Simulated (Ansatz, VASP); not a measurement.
# CdS in VASP and in Ansatz

```xyz
2
Lattice="0.0000 2.3928 2.3928 2.3928 0.0000 2.3928 2.3928 2.3928 0.0000" Properties=species:S:1:pos:R:3 pbc="T T T"
Cd    0.0000    0.0000    0.0000
S     2.3928    2.3928    2.3928
```

Change from the starting cell: volume scaled by 0.72, PAW files.

Alike in both runs: task single point; functional LDA; k mesh 14 × 14 × 14; occupations fermi-dirac, width 0.05 eV; no spin polarisation.

```csv
,VASP,Ansatz
version,VASP 6.6.1,Ansatz 0.2.0
potentials or method,"VASP PAW LDA potentials, release 64 (Cd, S)","PAW with Ansatz's default frozen-core files, scalar-relativistic"
plane-wave cutoff (eV),520,420
valence electrons in the cell,18,26
```

|  | VASP | Ansatz | Ansatz less VASP |
| --- | --- | --- | --- |
| pressure (GPa) | 68.6 | 65.3 | -3.29 |

LDA's correlation is that of Perdew and Zunger in VASP and of Perdew and Wang (1992) in Ansatz. Both programs put the cell under a high pressure, so it lies far from rest at this level. VASP's potentials hold 18 valence electrons a cell and Ansatz's 26, so a difference there can come from the potentials and not from the codes.

Noted on VASP's run: the cell as given lies far from equilibrium.
